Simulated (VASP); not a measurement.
Write the native input for VASP 6.6.1 that does the following.

| Property | Result |
| --- | --- |
| Task | relaxation of volume and atoms at fixed shape |
| Functional | PBEsol |
| Potentials or basis | VASP PAW PBE potentials, release 64 (Ba_sv) |
| Cutoff | 600 eV |
| k mesh | 7 × 7 × 7 |
| Occupations | fermi-dirac, width 0.05 eV |
| Spin | no spin polarisation |
| Dipole correction | no |
| Further INCAR settings | ALGO = Normal; EDIFF = 1e-07; IBRION = 2; EDIFFG = -0.02; NSW = 60; ISIF = 8 |

The structure of Ba lies in POSCAR:

```
Ba
1.0
   -2.5065000000      2.5065000000      2.5065000000
    2.5065000000     -2.5065000000      2.5065000000
    2.5065000000      2.5065000000     -2.5065000000
Ba
1
Direct
    0.0000000000      0.0000000000      0.0000000000
```

The input as run:

INCAR

```
SYSTEM = Ba
  ALGO = Normal
  EDIFF = 1E-7
  EDIFFG = -0.02
  ENCUT = 600
  GGA = PS
  IBRION = 2
  ISIF = 8
  ISMEAR = -1
  LASPH = .True.
  LCHARG = .False.
  LREAL = .False.
  LWAVE = .False.
  NELM = 100
  NSW = 60
  PREC = Accurate
  SIGMA = 0.05
```

KPOINTS

```
k-points
0
Gamma
  7 7 7
  0 0 0
```

Potentials or basis: VASP PAW PBE potentials, release 64 (Ba_sv).

Launch:

```sh
$ cat potpaw_PBE.64/Ba_sv/POTCAR > POTCAR
$ mpirun -np 1 vasp_std > vasp.out
```

Results of the run:

The relaxed volume is 59.05 Å³/atom and the relaxed cell is a = 4.249 Å, b = 4.249 Å, c = 4.249 Å, α = 109.47°, β = 109.47°, γ = 109.47°. The space group after relaxing (to 0.05 Å) is Im-3m (No. 229) and the energy gained by relaxing is 7.0 meV/atom. The ionic steps are 3, the pressure after relaxing is 0.0 GPa and the band gap on the k mesh is zero (band 5 reaches 2.03 eV, above the bottom of band 6 at 1.26 eV).

Caveat: the PAW data sets were made with another functional, which shifts forces and pressure a little; spin-orbit coupling is left out, which moves the levels of the heavy elements.

It took 53 s on 1 thread of Intel Xeon 8259CL, on a shared host, peak memory 0.21 GiB.
